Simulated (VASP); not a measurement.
# KBr (P1) in VASP: single point with PBEsol

Aim: the single point of KBr with PBEsol.

All numbers are computed with VASP 6.6.1; they aren't measurements. Logs are shortened: lines on timing, memory, paths and dates and some standing lists are left out, and cuts for length are marked.

### 1 The cell of the first run

The typed cell holds 16 atoms: a = 9.340 Å, b = 9.340 Å, c = 9.340 Å, α = 60.00°, β = 60.00°, γ = 60.00°.

### 2 Single point, PBEsol

INCAR

```
  PREC = Accurate
  ENCUT = 520
  EDIFF = 1E-6
  ISMEAR = -1
  SIGMA = 0.069
  LREAL = Auto
  LASPH = T
  NELM = 60
  ALGO = Normal
  ISIF = 2
  LWAVE = F
  LCHARG = F
  GGA = PS
  NBANDS = 78
```

KPOINTS

```
Automatic mesh
0
Gamma
  2 2 2
```

POSCAR

```
KBr
1.0
    0.0000000000      6.6044956402      6.6044956402
    6.6044956402      0.0000000000      6.6044956402
    6.6044956402      6.6044956402      0.0000000000
K Br
8 8
Direct
    0.0063293251      0.0192325057     -0.0037130769
   -0.0025467501      0.0090409629      0.5100886099
   -0.0092321963      0.4961823247      0.0048797065
    0.0010705587      0.5081768060      0.4897193785
    0.4867199821      0.0008477559      0.0194768847
    0.5091385752     -0.0062106938      0.4886735757
    0.5001687759      0.4984553976      0.0016153391
    0.4839846484      0.4963082238      0.5246442255
    0.2544959663      0.2401654246      0.2538959205
    0.2424249462      0.2601580187      0.7504987163
    0.2456186798      0.7563892494      0.2529732157
    0.2592309229      0.7571827998      0.7303260934
    0.7502098222      0.2486444975      0.2403328863
    0.7493410958      0.2396378295      0.7560821101
    0.7570406239      0.7399711903      0.2461775416
    0.7535614029      0.7470696127      0.7523991643
```

Potentials or basis: VASP PAW PBE potentials, release 64 (K_sv, Br).

Command:

```sh
$ cat potpaw_PBE.64/K_sv/POTCAR potpaw_PBE.64/Br/POTCAR > POTCAR
$ mpirun -np 1 vasp_std > vasp.out
```

OUTCAR:

```text
PREC = Accurate
   ENCUT = 520
   EDIFF = 1E-6
   ISMEAR = -1
   LREAL = Auto
   LASPH = T
   NELM = 60
   ISIF = 2
   GGA = PS

 ion  position               nearest neighbor table
   1  0.006  0.019  0.996-  13 3.13  10 3.15  11 3.28  14 3.30
   2  0.997  0.009  0.510-  14 3.15  12 3.19   9 3.23
   3  0.991  0.496  0.005-  15 3.20  13 3.22  16 3.24  10 3.24
   4  0.001  0.508  0.490-  15 3.22  11 3.26
   5  0.487  0.001  0.019-   9 3.13  11 3.21  15 3.29
   6  0.509  0.994  0.489-  12 3.21   9 3.23  13 3.28  15 3.28
   7  0.500  0.498  0.002-  13 3.23
   8  0.484  0.496  0.525-  12 3.09  10 3.16  14 3.29
   9  0.254  0.240  0.254-   5 3.13   2 3.23   6 3.23
  10  0.242  0.260  0.750-   1 3.15   8 3.16   3 3.24
  11  0.246  0.756  0.253-   5 3.21   4 3.26   1 3.28
  12  0.259  0.757  0.730-   8 3.09   2 3.19   6 3.21
  13  0.750  0.249  0.240-   1 3.13   3 3.22   7 3.23   6 3.28
  14  0.749  0.240  0.756-   2 3.15   8 3.29   1 3.30
  15  0.757  0.740  0.246-   3 3.20   4 3.22   6 3.28   5 3.29
  16  0.754  0.747  0.752-   3 3.24

  LATTYP: Found a face centered cubic cell.
 ALAT       =    13.2089912804

  Lattice vectors:

 A1 = (   0.0000000000,   6.6044956402,   6.6044956402)
 A2 = (   6.6044956402,   0.0000000000,   6.6044956402)
 A3 = (   6.6044956402,   6.6044956402,   0.0000000000)

Analysis of symmetry for initial positions (statically):
=====================================================================
 Subroutine PRICEL returns:
 Original cell was already a primitive cell.

 Routine SETGRP: Setting up the symmetry group for a
 face centered cubic supercell.

 Subroutine GETGRP returns: Found  1 space group operations
 (whereof  1 operations were pure point group operations)
 out of a pool of 48 trial point group operations.

The static configuration has the point symmetry C_1 .

Analysis of symmetry for dynamics (positions and initial velocities):
=====================================================================
 Subroutine PRICEL returns:
 Original cell was already a primitive cell.

 Routine SETGRP: Setting up the symmetry group for a
 face centered cubic supercell.

 Subroutine GETGRP returns: Found  1 space group operations
 (whereof  1 operations were pure point group operations)
 out of a pool of 48 trial point group operations.

The dynamic configuration has the point symmetry C_1 .

 Subroutine INISYM returns: Found  1 space group operations
 (whereof  1 operations are pure point group operations),
 and found     1 'primitive' translations

----------------------------------------------------------------------------------------

                                     Primitive cell

  volume of cell :     576.1678

  direct lattice vectors                    reciprocal lattice vectors
     0.000000000  6.604495640  6.604495640    -0.075706008  0.075706008  0.075706008
     6.604495640  0.000000000  6.604495640     0.075706008 -0.075706008  0.075706008
     6.604495640  6.604495640  0.000000000     0.075706008  0.075706008 -0.075706008

  length of vectors
     9.340167307  9.340167307  9.340167307     0.131126652  0.131126652  0.131126652

  position of ions in fractional coordinates (direct lattice)
     0.006329325  0.019232506  0.996286923
     0.997453250  0.009040963  0.510088610
     0.990767804  0.496182325  0.004879706
     0.001070559  0.508176806  0.489719378
     0.486719982  0.000847756  0.019476885
     0.509138575  0.993789306  0.488673576
[... 8 lines left out ...]
     0.757040624  0.739971190  0.246177542
     0.753561403  0.747069613  0.752399164

  ion indices of the primitive-cell ions
   primitive index   ion index
                 1           1
                 2           2
                 3           3
                 4           4
                 5           5
                 6           6
[... 8 lines left out ...]
                15          15
                16          16

----------------------------------------------------------------------------------------

 KPOINTS: Automatic mesh

Automatic generation of k-mesh.
 Grid dimensions read from file:
 generate k-points for:    2    2    2

 Generating k-lattice:

  Cartesian coordinates                     Fractional coordinates (reciprocal lattice)
    -0.037853004  0.037853004  0.037853004     0.500000000  0.000000000  0.000000000
     0.037853004 -0.037853004  0.037853004     0.000000000  0.500000000  0.000000000
     0.037853004  0.037853004 -0.037853004     0.000000000  0.000000000  0.500000000

  Length of vectors
     0.065563326  0.065563326  0.065563326

  Shift w.r.t. Gamma in fractional coordinates (k-lattice)
     0.000000000  0.000000000  0.000000000

 Subroutine IBZKPT returns following result:
 ===========================================

 Found      8 irreducible k-points:

 Following reciprocal coordinates:
            Coordinates               Weight
  0.000000  0.000000  0.000000      1.000000
  0.500000  0.000000  0.000000      1.000000
  0.000000  0.500000  0.000000      1.000000
  0.000000  0.000000  0.500000      1.000000
  0.500000  0.500000  0.500000      1.000000
  0.500000  0.500000  0.000000      1.000000
  0.000000  0.500000  0.500000      1.000000
  0.500000  0.000000  0.500000      1.000000
   k-points           NKPTS =      8   k-points in BZ     NKDIM =      8   number of bands    NBANDS=     78
   number of dos      NEDOS =    301   number of ions     NIONS =     16
   total plane-waves  NPLWV = 343000
   dimension x,y,z NGX =    70 NGY =   70 NGZ =   70
   dimension x,y,z NGXF=   140 NGYF=  140 NGZF=  140
   ions per type =               8   8
   NGX,Y,Z   is equivalent  to a cutoff of  12.46, 12.46, 12.46 a.u.
   NGXF,Y,Z  is equivalent  to a cutoff of  24.92, 24.92, 24.92 a.u.
 SYSTEM =  unknown system
   PREC   = accura    normal or accurate (medium, high low for compatibility)
   ISTART =      0    job   : 0-new  1-cont  2-samecut
   ICHARG =      2    charge: 1-file 2-atom 10-const
   ISPIN  =      1    spin polarized calculation?
   LNONCOLLINEAR =      F non collinear calculations
   LSORBIT =      F    spin-orbit coupling
   LASPH  =      T    aspherical Exc in radial PAW
   ENCUT  =  520.0 eV  38.22 Ry    6.18 a.u.  17.37 17.37 17.37*2*pi/ulx,y,z
   NELM   =     60;   NELMIN=  2; NELMDL= -5     # of ELM steps
   EDIFF  = 0.1E-05   stopping-criterion for ELM
   LREAL  =      T    real-space projection
   EDIFFG = 0.1E-04   stopping-criterion for IOM
   NSW    =      0    number of steps for IOM
   IBRION =     -1    ionic relax: 0-MD 1-quasi-New 2-CG
   NFREE  =      0    steps in history (QN), initial steepest desc. (CG)
   ISIF   =      2    stress and relaxation
   ISYM   =      2    0-nonsym 1-usesym 2-fastsym
   POTIM  = 0.5000    time-step for ionic-motion
   TEBEG  =    0.0;   TEEND  =   0.0 temperature during run
   PSTRESS=    0.0 pullay stress
   NELECT =     128.0000    total number of electrons
   NUPDOWN=      -1.0000    fix difference up-down
   EMIN   =  10.00;   EMAX   =-10.00  energy-range for DOS
   EFERMI =   0.00;   METHOD = LEGACY
   ISMEAR =    -1;   SIGMA  =   0.07  broadening in eV -4-tet -1-fermi 0-gaus
   EFERMI_NEDOS =   21; number of points for ismear=-14 and -15
   IALGO  =     38    algorithm
   IMIX   =      4    mixing-type and parameters
     AMIX     =   0.40;   BMIX     =  1.00
     AMIX_MAG =   1.60;   BMIX_MAG =  1.00
  volume/ion in A,a.u.               =      36.01       243.01
  Fermi-wavevector in a.u.,A,eV,Ry     =   0.991506  1.873674 13.375661  0.983083
  Thomas-Fermi vector in A             =   2.123252
   LORBIT       =      0    0 simple, 1 ext, 2 COOP (PROOUT), +10 PAW based schemes
   GGA     = PS    functional components
   LHFCALC =     F    Hartree Fock is set to
   AEXX    =    0.0000 exact exchange contribution
   IVDW    =     0    specifies the selected vdW correction
   LEPSILON=     F    determine dielectric tensor
   LRPA    =     F    only Hartree local field effects (RPA)
 non-spin polarized calculation
  energy-cutoff  :      520.00
  volume of cell :      576.17
 maximum number of plane-waves:     15593
 NGX is ok and might be reduce to    70
   NGX = 35   NGY = 35   NGZ = 35

 number of electron     127.9999997 magnetization

 Free energy of the ion-electron system (eV)
  ---------------------------------------------------
  ext. energy  EPLUGINS =         0.00000000
  ---------------------------------------------------
  free energy    TOTEN  =       -51.48933885 eV

  energy without entropy =      -51.48933885  energy(sigma->0) =      -51.48933885

 E-fermi :  -0.1413     XC(G=0):  -7.5298

 val. band max:       -1.8227162468   @ k =   0.0000   0.0000   0.0000
 cond. band min:       2.4394007346   @ k =   0.0000   0.0000   0.0000
 fundamental gap:      4.2621169814
 Fermi energy:        -0.1412854839

 k-point     1 :       0.0000    0.0000    0.0000
  band No.  band energies     occupation
      1     -29.5157      2.00000
      2     -29.4705      2.00000
      3     -29.4547      2.00000
      4     -29.4304      2.00000
      5     -29.4257      2.00000
      6     -29.4224      2.00000
[... 68 lines left out ...]
     75       5.2539      0.00000
     76       5.6846      0.00000

 k-point     2 :       0.5000    0.0000    0.0000
  band No.  band energies     occupation
      1     -29.5156      2.00000
      2     -29.4704      2.00000
      3     -29.4547      2.00000
      4     -29.4303      2.00000
      5     -29.4254      2.00000
      6     -29.4227      2.00000
[... 68 lines left out ...]
     75       5.5539      0.00000
     76       5.5736      0.00000

 k-point     3 :       0.0000    0.5000    0.0000
  band No.  band energies     occupation
      1     -29.5156      2.00000
      2     -29.4704      2.00000
      3     -29.4547      2.00000
      4     -29.4303      2.00000
      5     -29.4256      2.00000
      6     -29.4225      2.00000
[... 384 lines left out ...]
     75       5.4159      0.00000
     76       5.4470      0.00000

 k-point     8 :       0.5000    0.0000    0.5000
  band No.  band energies     occupation
      1     -29.5156      2.00000
      2     -29.4704      2.00000
      3     -29.4547      2.00000
      4     -29.4303      2.00000
      5     -29.4256      2.00000
      6     -29.4224      2.00000
[... 68 lines left out ...]
     75       5.4118      0.00000
     76       5.4501      0.00000
 [bands above 76 left out]

------------------------ aborting loop because EDIFF is reached ----------------------------------------

  FORCE on cell =-STRESS in cart. coord.  units (eV):
  Direction    XX          YY          ZZ          XY          YZ          ZX
  --------------------------------------------------------------------------------------
  -------------------------------------------------------------------------------------
  Total        0.0456333     -0.8734613     -0.4117970     -0.0491485      0.0484582      0.0344835
  in kB        0.1268948     -2.4288756     -1.1451036     -0.1366697      0.1347500      0.0958899
  external PRESSURE =      -1.1490281 kB  Pullay stress =       0.0000000 kB

 VOLUME and BASIS-vectors are now :
 -----------------------------------------------------------------------------
  energy-cutoff  :      520.00
  volume of cell :      576.17
      direct lattice vectors                 reciprocal lattice vectors
     0.000000000  6.604495640  6.604495640    -0.075706008  0.075706008  0.075706008
     6.604495640  0.000000000  6.604495640     0.075706008 -0.075706008  0.075706008
     6.604495640  6.604495640  0.000000000     0.075706008  0.075706008 -0.075706008

 POSITION                                       TOTAL-FORCE (eV/Angst)
 -----------------------------------------------------------------------------------
      6.70699      6.62177      0.16882        -0.227386     -0.011150     -0.227075
      3.42859      9.95655      6.64739        -0.159761     -0.104296     -0.127212
      3.30926      6.57575      9.82056         0.018197      0.018050      0.130510
      6.59060      3.24142      3.36332         0.035966      0.065865     -0.070019
      0.13423      3.34317      3.22014        -0.267208     -0.013638      0.084403
      9.79092      6.59005      9.92608         0.089016      0.108139      0.038480
[... 8 lines left out ...]
      6.51302      6.62575      9.88701         0.087555     -0.016723      0.013319
      9.90324      9.94611      9.91091         0.025502     -0.103175     -0.009922
 -----------------------------------------------------------------------------------
    total drift:                               -0.004388     -0.020253      0.005546

  FREE ENERGIE OF THE ION-ELECTRON SYSTEM (eV)
  ---------------------------------------------------
  free  energy   TOTEN  =       -51.4893388527 eV

  energy  without entropy=      -51.4893388527  energy(sigma->0) =      -51.48933885
```

Wall time 6.2 min (1 thread of Intel Xeon 6975P-C (Granite Rapids), shared host); peak memory 0.77 GiB.

Results:

| Quantity | Value |
| --- | --- |
| Free energy | -51.4893 eV |
| Pressure | -0.1 GPa |
| Largest force | 0.332 eV/Å |
| Band gap on the k mesh | 4.26 eV |

Forces on the atoms (eV/Å):
```
K   -0.227 -0.011 -0.227
K   -0.160 -0.104 -0.127
K    0.018  0.018  0.131
K    0.036  0.066 -0.070
K   -0.267 -0.014  0.084
K    0.089  0.108  0.038
K    0.026 -0.075  0.040
K   -0.274 -0.059  0.177
Br   0.170 -0.105  0.086
Br  -0.111  0.040 -0.001
Br  -0.043  0.022 -0.042
Br   0.260  0.161 -0.118
Br   0.211  0.093 -0.044
Br   0.159 -0.022  0.071
Br   0.088 -0.017  0.013
Br   0.026 -0.103 -0.010
```

Caveat: the PAW data sets were made with another functional, which shifts forces and pressure a little.
